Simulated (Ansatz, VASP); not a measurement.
## SrO in VASP and in Ansatz

The input INCAR:

```
  PREC = Accurate
  ENCUT = 520
  EDIFF = 1E-6
  ISMEAR = -1
  SIGMA = 0.02
  LREAL = False
  LASPH = True
  NELM = 60
  ALGO = Normal
  ISIF = 2
  LWAVE = False
  LCHARG = True
  GGA = PE
  LELF = True
  LVHAR = True
  NBANDS = 15
```

Contents of KPOINTS:

```
regular mesh
0
Gamma
  8 8 8
```

The input POSCAR:

```
SrO
1.0
    0.0000000000      2.7176585768      2.5798923266
    2.7176585768      0.0000000000      2.5798923266
    2.7176585768      2.7176585768      0.0000000000
Sr O
1 1
Direct
    0.0000000000      0.0000000000      0.0000000000
    0.5000000000      0.5000000000      0.5000000000
```

Input for Ansatz:

```yaml
crystal:
  lattice:
    - [0.0, 2.7176585768, 2.5798923266]
    - [2.7176585768, 0.0, 2.5798923266]
    - [2.7176585768, 2.7176585768, 0.0]
  atoms:
    - { symbol: Sr, position: [0.0, 0.0, 0.0] }
    - { symbol: O, position: [0.5, 0.5, 0.5] }
kpoints:
  mp_grid: { grid: [8, 8, 8] }
  band_path:
    path:
      - [0.0, 0.0, 0.0]
      - [0.5, 0.0, 0.5]
      - [0.625, 0.25, 0.625]
      - [0.375, 0.375, 0.75]
      - [0.5, 0.5, 0.5]
      - [0.5, 0.25, 0.75]
    npoints: 1
hamiltonian:
  xc: pbe
scf:
  occupations: { method: fermi_dirac, width: 0.02 }
  n_extra_bands: 4
output:
  forces: true
  stress: true
  eigenvalues: true
  write_density: true
  write_potential: true
  elf: true
  volumetric_format: npy
```

Change from the starting cell: biaxial_xy strain +5.3%.

Alike in both runs: task single point; functional PBE; k mesh 8 × 8 × 8; occupations fermi-dirac, width 0.02 eV; no spin polarisation.

```csv
,VASP,Ansatz
version,VASP 6.6.1,Ansatz 0.2.0
potentials or method,"VASP PAW PBE potentials, release 64 (Sr_sv, O)","plane waves, PAW"
plane-wave cutoff (eV),520,420
valence electrons in the cell,16,16
```

Ansatz gave:

| Property | Result |
| --- | --- |
| gap on the k mesh at the Fermi level (eV) | 3.11 |
| pressure (GPa) | -5.5 |
| traceless stress, the component that is largest in VASP (GPa) | 2.54 |

Problem. Which values does VASP return?

Solution. gap on the k mesh at the Fermi level (eV): 3.08; pressure (GPa): -5.1; traceless stress, the component that is largest in VASP (GPa): 2.72.

The functional is the same, so the differences come from potentials, cutoffs and numerics.
